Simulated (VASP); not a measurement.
A run of VASP 6.6.1 is set up as follows.

POSCAR

```
MnO
1.0
    0.0000000000      2.1938512115      2.1938512115
    2.1938512115      0.0000000000      2.1938512115
    2.1938512115      2.1938512115      0.0000000000
Mn O
1 1
Direct
    0.0000000000      0.0000000000      0.0000000000
    0.5000000000      0.5000000000      0.5000000000
```

File INCAR.step1:

```
SYSTEM = MnO
ALGO = Normal
EDIFF = 1E-4
ENCUT = 520
GGA = PE
ISMEAR = -1
ISPIN = 2
LASPH = .TRUE.
LCHARG = .FALSE.
LMAXMIX = 4
LREAL = .FALSE.
LWAVE = .TRUE.
MAGMOM = 4 0
NBANDS = 20
NELM = 150
PREC = Accurate
SIGMA = 0.05
```

INCAR.step2

```
SYSTEM = MnO
ALGO = Normal
EDIFF = 1E-6
ENCUT = 520
ISIF = 2
ISMEAR = -1
ISPIN = 2
ISTART = 1
IVDW = 13
LASPH = .TRUE.
LCHARG = .FALSE.
LMAXMIX = 4
LMIXTAU = .TRUE.
LORBIT = 11
LREAL = .FALSE.
LWAVE = .FALSE.
MAGMOM = 4 0
METAGGA = R2SCAN
NBANDS = 20
NELM = 150
PREC = Accurate
SIGMA = 0.05
VDW_A1 = 0.51559235
VDW_A2 = 5.77342911
VDW_S6 = 1.0
VDW_S8 = 0.6018749
```

KPOINTS

```
k-points
0
G
  10 10 10
  0 0 0
```

Potentials or basis: VASP PAW PBE potentials, release 64 (Mn_pv, O).

Launch:

```console
$ cat potpaw_PBE.64/Mn_pv/POTCAR potpaw_PBE.64/O/POTCAR > POTCAR
$ cp INCAR.step1 INCAR
$ mpirun -np 1 vasp_std > vasp.out
$ cp INCAR.step2 INCAR
$ mpirun -np 1 vasp_std > vasp.out
```

Task: What does it give for the site moments?

Result: Mn +4.52; O +0.24 μB.

Task: What does it give for the band gap on the k mesh?

Result: Zero (filled and empty bands overlap).

Task: What does it give for the dispersion energy per atom?

Result: -0.123 eV.

Task: What does it give for the pressure?

Result: 6.5 GPa.

Caveat: the cell stands under pressure; the PAW data sets were made with another functional, which shifts forces and pressure a little; a cell with one magnetic atom can't hold antiferromagnetic order, which such compounds often take; semilocal functionals often make such compounds metallic where correlation or magnetic order opens a gap, which also shifts bond lengths. With open d or f shells a metallic result of r2SCAN can be an artefact of self-interaction; +U or a hybrid may open a gap.
